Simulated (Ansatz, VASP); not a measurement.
# Two plane-wave programs on BaO

```
Ba O
1.0
     0.00000    2.79039    2.79039
     2.79039    0.00000    2.79039
     2.79039    2.79039    0.00000
Ba O
1 1
Direct
  0.00000 0.00000 0.00000
  0.50000 0.50000 0.50000
```

Alike in both runs: task relaxation of cell and atoms; functional PBE; k mesh 8 × 8 × 8; occupations gaussian, width 0.02 eV; no spin polarisation.

|  | VASP | Ansatz |
| --- | --- | --- |
| version | VASP 6.6.1 | Ansatz 0.2.0 |
| potentials or method | VASP PAW PBE potentials, release 64 (Ba_sv, O_h), cutoff 1340 eV | scalar-relativistic, plane waves, PAW |
| valence electrons in the cell | 16 | 16 |

|  | VASP | Ansatz | Ansatz less VASP |
| --- | --- | --- | --- |
| gap on the k mesh at the Fermi level, each at its own relaxed structure (eV) | 2.10 | 2.10 | -0.002 |
| relaxed volume (Å³/atom) | 22.10 | 21.65 | -0.455 |
| relaxed length of the cell vector where the two differ most in proportion (Å) | 3.969 | 3.941 | -0.0274 |

Spin-orbit coupling is off throughout.
